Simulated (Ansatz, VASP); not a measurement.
**Ir: VASP beside Ansatz**

INCAR

```
SYSTEM = Ir
ALGO     = Normal         ! electronic algorithm
EDIFF    = 1E-6           ! SCF threshold, eV
ENCUT    = 500            ! plane-wave cutoff, eV
GGA      = PS             ! functional
GGA_COMPAT= .False.      
ISIF     = 2              ! what is computed and relaxed
ISMEAR   = 0              ! smearing method
LASPH    = .True.         ! aspherical terms in the spheres
LCHARG   = .False.        ! write CHGCAR
LREAL    = .False.        ! projectors in reciprocal space
LWAVE    = .False.        ! write WAVECAR
NBANDS   = 14             ! bands
NELM     = 120            ! most SCF steps
PREC     = Accurate       ! precision mode
SIGMA    = 0.1            ! smearing width, eV
```

Contents of KPOINTS:

```
k-points
0
Gamma
  15 15 15
  0 0 0
```

POSCAR

```
Ir
1.0
    2.7083818991      0.0000000000      0.0000000000
   -1.3541909495      2.3455275278      0.0000000000
    1.3541909495      0.7818425093      2.2113845605
Ir
1
Direct
    0.0000000000      0.0000000000      0.0000000000
```

Input for Ansatz:

```yaml
crystal:
  lattice:
    - [2.7083818991, 0.0, 0.0]
    - [-1.3541909495, 2.3455275278, 0.0]
    - [1.3541909495, 0.7818425093, 2.2113845605]
  atoms:
    - { symbol: Ir, position: [0.0, 0.0, 0.0] }
basis:
  ecutwfc: 420
kpoints:
  mp_grid: { grid: [15, 15, 15] }
hamiltonian:
  xc: pbesol
scf:
  occupations: { method: gaussian, width: 0.1 }
output:
  forces: true
  stress: true
  eigenvalues: true
```

Alike in both runs: task single point; functional PBEsol; k mesh 15 × 15 × 15; occupations gaussian, width 0.1 eV; no spin polarisation.

|  | VASP | Ansatz |
| --- | --- | --- |
| version | VASP 6.6.1 | Ansatz 0.2.0 |
| potentials or method | VASP PAW PBE potentials, release 64 (Ir_sv_GW), cutoff 500 eV | scalar-relativistic, plane waves, PAW |
| valence electrons in the cell | 17 | 17 |

VASP gave:

| Item | Value |
| --- | --- |
| gap on the k mesh at the Fermi level (eV) | none |
| pressure (GPa) | -3.4 |

Question: Which values does Ansatz return?

Answer: gap on the k mesh at the Fermi level (eV): none; pressure (GPa): -0.1.

VASP's potentials were made for PBE, not for PBEsol. A gap of «none» marks a metal or a gap that the smearing closes.

Neither program's run includes spin-orbit coupling.
